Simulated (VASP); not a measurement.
# CdSe (F-43m) in VASP: settings compared

The runs below take CdSe through relaxation of cell and atoms, single point, with PBEsol+D3(BJ), revPBE, LDA, BLYP+D3(BJ), PBE.

Program: VASP 6.6.1. These are calculated values, not measurements. Logs are shortened: lines on timing, memory, paths and dates and some standing lists are left out, and cuts for length are marked.

## 1. The cell of the first run

It takes space group F-43m (No. 216, cubic). Conventional cell: a = 6.141 Å, b = 6.141 Å, c = 6.141 Å, α = 90.00°, β = 90.00°, γ = 90.00°. Cd (site symmetry -43m) has 4 Se at 2.66 Å within 3.5 Å. Se (site symmetry -43m) has 4 Cd at 2.66 Å within 3.5 Å.

## 2. Relaxation of cell and atoms, PBEsol+D3(BJ)

File INCAR:

```
PREC = Accurate
ENCUT = 600
EDIFF = 1E-6
ISMEAR = -1
SIGMA = 0.05
LREAL = F
LASPH = T
NELM = 80
ALGO = Normal
ISIF = 3
LWAVE = F
LCHARG = F
GGA = PS
IVDW = 12
IBRION = 2
NSW = 80
EDIFFG = -0.005
```

File KPOINTS:

```
regular mesh
0
Gamma
  8 8 8
```

File POSCAR:

```
CdSe
1.0
    0.0000000000      3.0702711986      3.0702711986
    3.0702711986      0.0000000000      3.0702711986
    3.0702711986      3.0702711986      0.0000000000
Cd Se
1 1
Direct
    0.0000000000      0.0000000000      0.0000000000
    0.2500000000      0.2500000000      0.2500000000
```

Potentials or basis: VASP PAW PBE potentials, release 64 (Cd, Se).

On the command line:

```
cat potpaw_PBE.64/Cd/POTCAR potpaw_PBE.64/Se/POTCAR > POTCAR
mpirun -np 1 vasp_std > vasp.out
```

OUTCAR:

```text
PREC = Accurate
   ENCUT = 600
   EDIFF = 1E-6
   ISMEAR = -1
   LREAL = F
   LASPH = T
   NELM = 80
   ISIF = 3
   GGA = PS
   IVDW = 12
   IBRION = 2
   NSW = 80
   EDIFFG = -0.005
 IVDW          = 12

 ion  position               nearest neighbor table
   1  0.000  0.000  0.000-   2 2.66   2 2.66   2 2.66   2 2.66
   2  0.250  0.250  0.250-   1 2.66   1 2.66   1 2.66   1 2.66

  LATTYP: Found a face centered cubic cell.
 ALAT       =     6.1405423972

  Lattice vectors:

 A1 = (   0.0000000000,   3.0702711986,   3.0702711986)
 A2 = (   3.0702711986,   0.0000000000,   3.0702711986)
 A3 = (   3.0702711986,   3.0702711986,   0.0000000000)

Analysis of symmetry for initial positions (statically):
=====================================================================
 Subroutine PRICEL returns:
 Original cell was already a primitive cell.

 Routine SETGRP: Setting up the symmetry group for a
 face centered cubic supercell.

 Subroutine GETGRP returns: Found 24 space group operations
 (whereof 24 operations were pure point group operations)
 out of a pool of 48 trial point group operations.

The static configuration has the point symmetry T_d .

Analysis of symmetry for dynamics (positions and initial velocities):
=====================================================================
 Subroutine PRICEL returns:
 Original cell was already a primitive cell.

 Routine SETGRP: Setting up the symmetry group for a
 face centered cubic supercell.

 Subroutine GETGRP returns: Found 24 space group operations
 (whereof 24 operations were pure point group operations)
 out of a pool of 48 trial point group operations.

The dynamic configuration has the point symmetry T_d .

 Subroutine INISYM returns: Found 24 space group operations
 (whereof 24 operations are pure point group operations),
 and found     1 'primitive' translations

----------------------------------------------------------------------------------------

                                     Primitive cell

  volume of cell :      57.8842

  direct lattice vectors                    reciprocal lattice vectors
     0.000000000  3.070271199  3.070271199    -0.162852063  0.162852063  0.162852063
     3.070271199  0.000000000  3.070271199     0.162852063 -0.162852063  0.162852063
     3.070271199  3.070271199  0.000000000     0.162852063  0.162852063 -0.162852063

  length of vectors
     4.342019169  4.342019169  4.342019169     0.282068048  0.282068048  0.282068048

  position of ions in fractional coordinates (direct lattice)
     0.000000000  0.000000000  0.000000000
     0.250000000  0.250000000  0.250000000

  ion indices of the primitive-cell ions
[... 71 lines left out ...]
   LSORBIT =      F    spin-orbit coupling
   LASPH  =      T    aspherical Exc in radial PAW
   ENCUT  =  600.0 eV  44.10 Ry    6.64 a.u.   8.67  8.67  8.67*2*pi/ulx,y,z
   NELM   =     80;   NELMIN=  2; NELMDL= -5     # of ELM steps
   EDIFF  = 0.1E-05   stopping-criterion for ELM
   LREAL  =      F    real-space projection
   EDIFFG = -.5E-02   stopping-criterion for IOM
   NSW    =     80    number of steps for IOM
   IBRION =      2    ionic relax: 0-MD 1-quasi-New 2-CG
   NFREE  =      1    steps in history (QN), initial steepest desc. (CG)
   ISIF   =      3    stress and relaxation
   ISYM   =      2    0-nonsym 1-usesym 2-fastsym
   POTIM  = 0.5000    time-step for ionic-motion
   TEBEG  =    0.0;   TEEND  =   0.0 temperature during run
   PSTRESS=    0.0 pullay stress
   NELECT =      18.0000    total number of electrons
   NUPDOWN=      -1.0000    fix difference up-down
   EMIN   =  10.00;   EMAX   =-10.00  energy-range for DOS
   EFERMI =   0.00;   METHOD = LEGACY
   ISMEAR =    -1;   SIGMA  =   0.05  broadening in eV -4-tet -1-fermi 0-gaus
   EFERMI_NEDOS =   21; number of points for ismear=-14 and -15
   IALGO  =     38    algorithm
   IMIX   =      4    mixing-type and parameters
     AMIX     =   0.40;   BMIX     =  1.00
     AMIX_MAG =   1.60;   BMIX_MAG =  1.00
  volume/ion in A,a.u.               =      28.94       195.31
  Fermi-wavevector in a.u.,A,eV,Ry     =   1.109121  2.095935 16.737199  1.230149
  Thomas-Fermi vector in A             =   2.245657
   LORBIT       =      0    0 simple, 1 ext, 2 COOP (PROOUT), +10 PAW based schemes
   GGA     = PS    functional components
   LHFCALC =     F    Hartree Fock is set to
   AEXX    =    0.0000 exact exchange contribution
   IVDW    =    12    specifies the selected vdW correction
   LEPSILON=     F    determine dielectric tensor
   LRPA    =     F    only Hartree local field effects (RPA)
 conjugate gradient relaxation of ions
 non-spin polarized calculation
  energy-cutoff  :      600.00
  volume of cell :       57.88
 maximum number of plane-waves:      1964
   NGX = 17   NGY = 17   NGZ = 17

--------------------------------------- Ionic step        1  -------------------------------------------

 number of electron      17.9999997 magnetization

 Free energy of the ion-electron system (eV)
  ---------------------------------------------------
  ext. energy  EPLUGINS =         0.00000000
  ---------------------------------------------------
  free energy    TOTEN  =        -6.17287509 eV

  energy without entropy =       -6.17280610  energy(sigma->0) =       -6.17284060

------------------------ aborting loop because EDIFF is reached ----------------------------------------

 Edisp (eV)   -0.57388

 E8    (eV) :    -0.3757
[... 71 lines left out ...]
--------------------------------------- Ionic step        3  -------------------------------------------

 number of electron      18.0000003 magnetization

 Free energy of the ion-electron system (eV)
  ---------------------------------------------------
  ext. energy  EPLUGINS =         0.00000000
  ---------------------------------------------------
  free energy    TOTEN  =        -6.16845137 eV

  energy without entropy =       -6.16842493  energy(sigma->0) =       -6.16843815

 E-fermi :   1.3298     XC(G=0):  -9.2197

 val. band max:        1.0257413989   @ k =   0.0000   0.0000   0.0000
 cond. band min:       1.5598415054   @ k =   0.0000   0.0000   0.0000
 fundamental gap:      0.5341001066
 Fermi energy:         1.3297978535

 k-point     1 :       0.0000    0.0000    0.0000
  band No.  band energies     occupation
      1     -11.7515      2.00000
      2      -6.9840      2.00000
      3      -6.9840      2.00000
      4      -6.9840      2.00000
      5      -6.5731      2.00000
      6      -6.5731      2.00000
      7       1.0257      1.99544
      8       1.0257      1.99544
      9       1.0257      1.99544
     10       1.5598      0.01989
     11       6.8774      0.00000
     12       6.8774      0.00000
     13       6.8774      0.00000
[... 354 lines left out ...]
  band No.  band energies     occupation
      1     -11.2840      2.00000
      2      -6.8437      2.00000
      3      -6.8153      2.00000
      4      -6.5966      2.00000
      5      -6.5559      2.00000
      6      -6.1650      2.00000
      7      -3.3146      2.00000
      8      -1.0809      2.00000
      9      -0.2800      2.00000
     10       4.8846      0.00000
     11       6.3496      0.00000
     12       7.8406      0.00000
     13       9.0028      0.00000

 [... further k-points ...]

------------------------ aborting loop because EDIFF is reached ----------------------------------------

 Edisp (eV)   -0.60612

 E8    (eV) :    -0.3965
[... 25 lines left out ...]
  FREE ENERGIE OF THE ION-ELECTRON SYSTEM (eV)
  ---------------------------------------------------
  free  energy   TOTEN  =        -6.7745717122 eV

  energy  without entropy=       -6.7745452792  energy(sigma->0) =       -6.77455850

 reached required accuracy - stopping structural energy minimisation
```

Wall time 2.3 min (1 thread of AMD EPYC 7R13, shared host); peak memory 0.21 GiB.

What came out:

```yaml
Free_energy: -6.7746 eV
Relaxed_volume: 27.40 Å³/atom
Relaxed_cell: a = 4.263 Å, b = 4.263 Å, c = 4.263 Å, α = 60.00°, β = 60.00°, γ = 60.00°
Space_group_after_relaxing_to_0.05_Å: F-43m (No. 216)
Energy_gained_by_relaxing: 13.9 meV/atom
Ionic_steps: 3
Pressure_after_relaxing: 0.0 GPa
Band_gap_on_the_k_mesh: 0.53 eV, direct
Dispersion_energy_per_atom: -0.303 eV
```

Step by step:
```
step  energy change (eV)  largest force (eV/Å)  pressure (GPa)  volume (Å³)
   1              0.0000                0.0000           -2.74        57.88
   2             -0.0247                0.0000            1.05        53.84
   3             -0.0278                0.0000           -0.02        54.80
```

Final structure:
```cif
data_structure
_symmetry_space_group_name_H-M 'P 1'
_symmetry_Int_Tables_number 1
_cell_length_a 4.2634
_cell_length_b 4.2634
_cell_length_c 4.2634
_cell_angle_alpha 60.000
_cell_angle_beta 60.000
_cell_angle_gamma 60.000
_cell_volume 54.80
loop_
_atom_site_label
_atom_site_type_symbol
_atom_site_fract_x
_atom_site_fract_y
_atom_site_fract_z
_atom_site_occupancy
Cd1 Cd 0.00000 0.00000 0.00000 1
Se1 Se 0.25000 0.25000 0.25000 1
```

Levels at points of the mesh, in eV from the valence-band top:
| k point | band 7 | band 8 | band 9 | band 10 | band 11 | band 12 |
| --- | --- | --- | --- | --- | --- | --- |
| (0.00, 0.00, 0.00) | 0.00 | 0.00 | 0.00 | 0.53 | 5.85 | 5.85 |
| (0.50, 0.00, 0.00) | -4.61 | -0.80 | -0.80 | 2.32 | 6.37 | 6.37 |
| (0.50, 0.50, 0.00) | -4.25 | -1.97 | -1.97 | 2.95 | 3.69 | 9.11 |

Caveat: the PAW data sets were made with another functional, which shifts forces and pressure a little.

## 3. Relaxation of cell and atoms, revPBE

File INCAR:

```
PREC = Accurate ; ENCUT = 600
EDIFF = 1E-7 ; ISMEAR = -1
SIGMA = 0.05 ; LREAL = False
LASPH = True ; NELM = 60
ALGO = Normal ; ISIF = 3
LWAVE = False ; LCHARG = False
GGA = RE ; IBRION = 2
NSW = 80 ; EDIFFG = -0.02
```

File KPOINTS:

```
Automatic mesh
0
Gamma
  8 8 8
```

POSCAR is that of step 2.

Potentials or basis: VASP PAW PBE potentials, release 64 (Cd, Se).

On the command line:

```
cat potpaw_PBE.64/Cd/POTCAR potpaw_PBE.64/Se/POTCAR > POTCAR
mpirun -np 1 vasp_std > vasp.out
```

It took 2.6 min on 1 thread of AMD EPYC 7R13, shared host; peak memory 0.2 GiB.

It converged, with:

| Quantity | Value |
| --- | --- |
| Free energy | -4.9459 eV |
| Relaxed volume | 30.80 Å³/atom |
| Relaxed cell | a = 4.433 Å, b = 4.433 Å, c = 4.433 Å, α = 60.00°, β = 60.00°, γ = 60.00° |
| Space group after relaxing (to 0.05 Å) | F-43m (No. 216) |
| Energy gained by relaxing | 15.9 meV/atom |
| Ionic steps | 3 |
| Pressure after relaxing | 0.0 GPa |
| Band gap on the k mesh | 0.55 eV, direct |

The path:
```
step  energy change (eV)  largest force (eV/Å)  pressure (GPa)  volume (Å³)
   1              0.0000                0.0000            2.91        57.88
   2             -0.0305                0.0000           -0.50        62.40
   3             -0.0318                0.0000            0.01        61.59
```

Final structure:
```yaml
crystal:
  lattice:
    - [0.00000, 3.13447, 3.13447]
    - [3.13447, 0.00000, 3.13447]
    - [3.13447, 3.13447, 0.00000]
  atoms:
    - { symbol: Cd, position: [0.00000, 0.00000, 0.00000] }
    - { symbol: Se, position: [0.25000, 0.25000, 0.25000] }
```

Levels at points of the mesh, in eV from the valence-band top:
| k point | band 6 | band 7 | band 8 | band 9 | band 10 | band 11 | band 12 | band 13 |
| --- | --- | --- | --- | --- | --- | --- | --- | --- |
| (0.00, 0.00, 0.00) | -7.40 | 0.00 | 0.00 | 0.00 | 0.55 | 5.98 | 5.98 | 5.98 |
| (0.50, 0.00, 0.00) | -7.16 | -3.84 | -0.62 | -0.62 | 2.37 | 6.47 | 6.47 | 7.30 |
| (0.50, 0.50, 0.00) | -7.11 | -3.65 | -1.55 | -1.55 | 3.44 | 3.71 | 8.88 | 9.77 |

Caveat: the PAW data sets were made with another functional, which shifts forces and pressure a little. A hybrid or GW would open this gap; revPBE tends to underestimate it.

## 4. Single point, LDA, non-collinear spin, zero start, spin-orbit coupling

File INCAR:

```
SYSTEM = CdSe
PREC = Accurate
ENCUT = 520
EDIFF = 1E-6
ISMEAR = -1
SIGMA = 0.05
LREAL = .FALSE.
LASPH = .TRUE.
NELM = 150
ALGO = Normal
ISIF = 2
LWAVE = .FALSE.
LCHARG = .TRUE.
MAGMOM = 0 0 0 0 0 0
LORBIT = 11
LSORBIT = .TRUE.
GGA_COMPAT = .FALSE.
LORBMOM = .TRUE.
GGA = CA
LVHAR = .TRUE.
NBANDS = 30
```

File KPOINTS:

```
regular mesh
0
G
  6 6 6
  0 0 0
```

POSCAR is that of step 3.

Potentials or basis: VASP PAW LDA potentials, release 64 (Cd, Se).

On the command line:

```
cat potpaw_LDA.64/Cd/POTCAR potpaw_LDA.64/Se/POTCAR > POTCAR
mpirun -np 1 vasp_ncl > vasp.out
```

It took 2.2 min on 1 thread of AMD EPYC 7R13, shared host; peak memory 0.24 GiB.

It converged, with:

* Free energy: -6.7784 eV
* Pressure: -2.9 GPa
* Net moment: 0.00 μB per cell
* Valence electrons inside the program's atomic spheres: Cd 10.30; Se 3.83

Moments on the atoms (μB; x, y, z):
```
Cd  0.00 0.00 0.00
Se  0.00 0.00 0.00
```

## 5. Single point, BLYP+D3(BJ)

This run uses another cell than the first one, of 28.59 Å³/atom, 0.988 times its volume.

File INCAR:

```
SYSTEM = CdSe
  PREC = Accurate
  ENCUT = 520
  EDIFF = 1E-6
  ISMEAR = -1
  SIGMA = 0.05
  LREAL = .FALSE.
  LASPH = .TRUE.
  NELM = 60
  ALGO = Normal
  ISIF = 2
  LWAVE = .FALSE.
  LCHARG = .TRUE.
  GGA = B5
  ALDAX = 1.0
  AGGAX = 1.0
  AGGAC = 1.0
  ALDAC = 0.0
  IVDW = 12
  VDW_S6 = 1.0
  VDW_S8 = 2.6996
  VDW_A1 = 0.4298
  VDW_A2 = 4.2359
  LELF = .TRUE.
  LVHAR = .TRUE.
  NBANDS = 16
```

File KPOINTS:

```
regular mesh
0
G
  8 8 8
  0 0 0
```

File POSCAR:

```
CdSe
1.0
    0.0000000000      3.0577802043      3.0577802043
    3.0577802043      0.0000000000      3.0577802043
    3.0577802043      3.0577802043      0.0000000000
Cd Se
1 1
Direct
    0.0000000000      0.0000000000      0.0000000000
    0.2500000000      0.2500000000      0.2500000000
```

Potentials or basis: VASP PAW PBE potentials, release 64 (Cd, Se).

On the command line:

```
cat potpaw_PBE.64/Cd/POTCAR potpaw_PBE.64/Se/POTCAR > POTCAR
mpirun -np 1 vasp_std > vasp.out
```

Wall time 20 s (1 thread of Intel Xeon 6975P-C, shared host); peak memory 0.19 GiB.

Results (log left out):

* Free energy: -5.8681 eV
* Pressure: 0.4 GPa
* Band gap on the k mesh: 0.53 eV, direct
* Dispersion energy per atom: -0.699 eV

Levels at points of the mesh, in eV from the valence-band top:
| k point | band 5 | band 6 | band 7 | band 8 | band 9 | band 10 | band 11 | band 12 | band 13 | band 14 |
| --- | --- | --- | --- | --- | --- | --- | --- | --- | --- | --- |
| (0.00, 0.00, 0.00) | -7.59 | -7.59 | 0.00 | 0.00 | 0.00 | 0.53 | 5.94 | 5.94 | 5.94 | 9.84 |
| (0.50, 0.00, 0.00) | -7.56 | -7.31 | -4.27 | -0.72 | -0.72 | 2.35 | 6.47 | 6.47 | 7.45 | 10.13 |
| (0.50, 0.50, 0.00) | -7.53 | -7.24 | -4.01 | -1.78 | -1.78 | 3.26 | 3.74 | 9.10 | 10.07 | 10.07 |

Caveat: the PAW data sets were made with another functional, which shifts forces and pressure a little.

## 6. Single point, PBE

File INCAR:

```
PREC = Accurate
ENCUT = 520
EDIFF = 1E-7
ISMEAR = 0
SIGMA = 0.016
LREAL = False
LASPH = True
NELM = 100
ALGO = Normal
ISIF = 2
LWAVE = False
LCHARG = False
GGA = PE
NBANDS = 16
```

File KPOINTS:

```
Automatic mesh
0
Gamma
  8 8 8
```

File POSCAR:

```
CdSe
1.0
    0.0000000000      3.0702711986      3.0702711986
    3.0702711986      0.0000000000      3.0702711986
    3.0702711986      3.0702711986      0.0000000000
Cd Se
1 1
Direct
    0.0000000000      0.0000000000      0.0000000000
    0.2500000000      0.2500000000      0.2500000000
```

Potentials or basis: VASP PAW PBE potentials, release 64 (Cd, Se).

On the command line:

```
cat potpaw_PBE.64/Cd/POTCAR potpaw_PBE.64/Se/POTCAR > POTCAR
mpirun -np 1 vasp_std > vasp.out
```

It took 12 s on 1 thread of Intel Xeon 6975P-C, shared host; peak memory 0.19 GiB.

It converged, with:

```yaml
Free_energy: -5.4905 eV
Pressure: 1.6 GPa
Band_gap_on_the_k_mesh: 0.55 eV, direct
```

Levels at points of the mesh, in eV from the valence-band top:
| k point | band 7 | band 8 | band 9 | band 10 | band 11 | band 12 |
| --- | --- | --- | --- | --- | --- | --- |
| (0.00, 0.00, 0.00) | 0.00 | 0.00 | 0.00 | 0.55 | 5.93 | 5.93 |
| (0.50, 0.00, 0.00) | -4.22 | -0.71 | -0.71 | 2.36 | 6.44 | 6.44 |
| (0.50, 0.50, 0.00) | -3.95 | -1.76 | -1.76 | 3.19 | 3.73 | 8.98 |

As with any semilocal functional, this PBE gap is likely too small.

## 7. Overview

| task | level | potentials or basis | spin | cell | k mesh | cutoff (eV) | smearing | gap on the mesh (eV) | pressure (GPa) | relaxed volume (Å³/atom) |
| --- | --- | --- | --- | --- | --- | --- | --- | --- | --- | --- |
| relaxation of cell and atoms | PBEsol+D3(BJ) | VASP PAW PBE potentials, release 64 (Cd, Se) | off | relaxed from a = 4.342 Å, angles 60.0°, 2 atoms | 8 × 8 × 8 | 600 | fermi-dirac 0.05 eV | 0.53 | 0.0 | 27.40 |
| relaxation of cell and atoms | revPBE | VASP PAW PBE potentials, release 64 (Cd, Se) | off | relaxed from a = 4.342 Å, angles 60.0°, 2 atoms | 8 × 8 × 8 | 600 | fermi-dirac 0.05 eV | 0.55 | 0.0 | 30.80 |
| single point | LDA | VASP PAW LDA potentials, release 64 (Cd, Se) | non-collinear, zero start, SOC | a = 4.342 Å, angles 60.0°, 2 atoms | 6 × 6 × 6 | 520 | fermi-dirac 0.05 eV | - | -2.9 | - |
| single point | BLYP+D3(BJ) | VASP PAW PBE potentials, release 64 (Cd, Se) | off | a = 4.324 Å, angles 60.0°, 2 atoms | 8 × 8 × 8 | 520 | fermi-dirac 0.05 eV | 0.53 | 0.4 | - |
| single point | PBE | VASP PAW PBE potentials, release 64 (Cd, Se) | off | a = 4.342 Å, angles 60.0°, 2 atoms | 8 × 8 × 8 | 520 | gaussian 0.016 eV | 0.55 | 1.6 | - |

Caveats: the PAW data sets were made with another functional, which shifts forces and pressure a little (some runs).

Total energies depend on the potentials used, so only differences within one code and one set of settings carry meaning.
